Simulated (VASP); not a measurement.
Input of a VASP 6.6.1 run:

File INCAR:

```
PREC = Accurate ; ENCUT = 600
EDIFF = 1E-7 ; ISMEAR = 0
SIGMA = 0.1 ; LREAL = F
LASPH = T ; NELM = 100
ALGO = Normal ; ISIF = 4
LWAVE = F ; LCHARG = F
GGA = PS ; IBRION = 2
NSW = 50 ; EDIFFG = -0.01
```

File KPOINTS:

```
regular mesh
0
Gamma
  18 18 12
```

POSCAR

```
MgB2
1.0
    2.9820281804      0.0000000000      0.0000000000
   -1.4910140902      2.5825121591      0.0000000000
    0.0000000000      0.0000000000      3.3593472496
Mg B
1 2
Direct
    0.0000000000      0.0000000000      0.0000000000
    0.3333333333      0.6666666667      0.5000000000
    0.6666666667      0.3333333333      0.5000000000
```

Potentials or basis: VASP PAW PBE potentials, release 64 (Mg, B).

Launch:

```console
$ cat potpaw_PBE.64/Mg/POTCAR potpaw_PBE.64/B/POTCAR > POTCAR
$ mpirun -np 1 vasp_std > vasp.out
```

Estimate the band gap on the k mesh.

zero (band 4 reaches 8.06 eV, above the bottom of band 5 at 3.77 eV).

Stress tensor (GPa, compression positive):
```
16.64  0.00  0.00
 0.00 16.64  0.00
 0.00  0.00 16.52
```

Caveat: the PAW data sets were made with another functional, which shifts forces and pressure a little.
